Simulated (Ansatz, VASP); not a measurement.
**Two plane-wave programs on BiTe5**

Contents of INCAR:

```
SYSTEM = BiTe5
  ALGO = Normal
  EDIFF = 1E-6
  ENCUT = 520
  GGA = PE
  ISIF = 2
  ISMEAR = 0
  LASPH = .True.
  LCHARG = .False.
  LREAL = .False.
  LWAVE = .False.
  NBANDS = 32
  NELM = 100
  PREC = Accurate
  SIGMA = 0.1
```

The input KPOINTS:

```
k-points
0
Gamma
  4 4 4
  0 0 0
```

POSCAR

```
BiTe5
1.0
    7.0147695500      0.0000000000      0.0000000000
    0.0000000000      7.0147695500      0.0000000000
    0.0000000000      0.0000000000      4.5350873700
Bi Te
1 5
Direct
    0.5000000000      0.5000000000      0.5000000000
    0.7391173500      0.0000000000      0.0000000000
    0.2608826500      0.0000000000      0.0000000000
    0.0000000000      0.7391173500      0.0000000000
    0.0000000000      0.2608826500      0.0000000000
    0.5000000000      0.5000000000      0.0000000000
```

Input for Ansatz:

```yaml
crystal:
  lattice:
    - [7.01476955, 0.0, 0.0]
    - [0.0, 7.01476955, 0.0]
    - [0.0, 0.0, 4.53508737]
  atoms:
    - { symbol: Bi, position: [0.5, 0.5, 0.5] }
    - { symbol: Te, position: [0.73911735, 0.0, 0.0] }
    - { symbol: Te, position: [0.26088265, 0.0, 0.0] }
    - { symbol: Te, position: [0.0, 0.73911735, 0.0] }
    - { symbol: Te, position: [0.0, 0.26088265, 0.0] }
    - { symbol: Te, position: [0.5, 0.5, 0.0] }
basis:
  ecutwfc: 420
kpoints:
  mp_grid: { grid: [4, 4, 4] }
hamiltonian:
  xc: pbe
scf:
  occupations: { method: gaussian, width: 0.1 }
  lower_state_search: "off"
output:
  forces: true
  stress: true
  eigenvalues: true
```

Alike in both runs: task single point; functional PBE; k mesh 4 × 4 × 4; occupations gaussian, width 0.1 eV; no spin polarisation.

```csv
,VASP,Ansatz
version,VASP 6.6.1,Ansatz 0.2.0
potentials or method,"VASP PAW PBE potentials, release 64 (Bi_d, Te), cutoff 520 eV","scalar-relativistic, plane waves, PAW"
valence electrons in the cell,45,95
```

Ansatz gave:

| Quantity | Value |
| --- | --- |
| gap on the k mesh at the Fermi level (eV) | none |
| pressure (GPa) | 22.1 |
| traceless stress, the component that is largest in VASP (GPa) | 22.36 |
| rms of the force components (eV/Å) | 1.574 |

Problem. What did VASP give for the same quantities?

Solution. gap on the k mesh at the Fermi level (eV): none; pressure (GPa): 22.1; traceless stress, the component that is largest in VASP (GPa): 21.93; rms of the force components (eV/Å): 1.621.

Atom by atom the forces differ by 0.047 eV/Å (rms over components). A gap of «none» marks a metal or a gap that the smearing closes. VASP's potentials hold 45 valence electrons a cell and Ansatz's 95, so a difference there can come from the potentials and not from the codes.

Spin-orbit coupling is off throughout.
